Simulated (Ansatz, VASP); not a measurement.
# Two plane-wave programs on NbBiF

```xyz
3
Lattice="4.0680 0.0000 0.0000 0.0000 4.0680 0.0000 0.0000 0.0000 4.1098" Properties=species:S:1:pos:R:3 pbc="T T T"
Nb    2.0340    2.0340    0.0000
Bi    0.0000    0.0000    0.0000
F     2.0340    2.0340    2.0549
```

Change from the starting cell: species swapped into the ErCoC type (Pmmm, No. 47).

Alike in both runs: functional PBE; k mesh 12 × 12 × 12; occupations gaussian, width 0.1 eV; no spin polarisation.

Ansatz relaxed the structure, and its values are those at the end. VASP's run is a single point on that final structure, the one shown.

|  | VASP | Ansatz |
| --- | --- | --- |
| version | VASP 6.6.1 | Ansatz 0.2.0 |
| potentials or method | VASP PAW PBE potentials, release 64 (Nb_sv, Bi_d, F), cutoff 520 eV | scalar-relativistic, plane waves, PAW |
| valence electrons in the cell | 35 | 35 |

Ansatz gave:

| Item | Value |
| --- | --- |
| gap on the k mesh at the Fermi level (eV) | none |
| pressure (GPa) | 0.0 |

Task: Which values does VASP return?

Result: gap on the k mesh at the Fermi level (eV): none; pressure (GPa): -0.2.

A gap of «none» marks a metal or a gap that the smearing closes. With one functional, cell and mesh, what is left measures potentials, basis and numerics.

Neither program's run includes spin-orbit coupling.
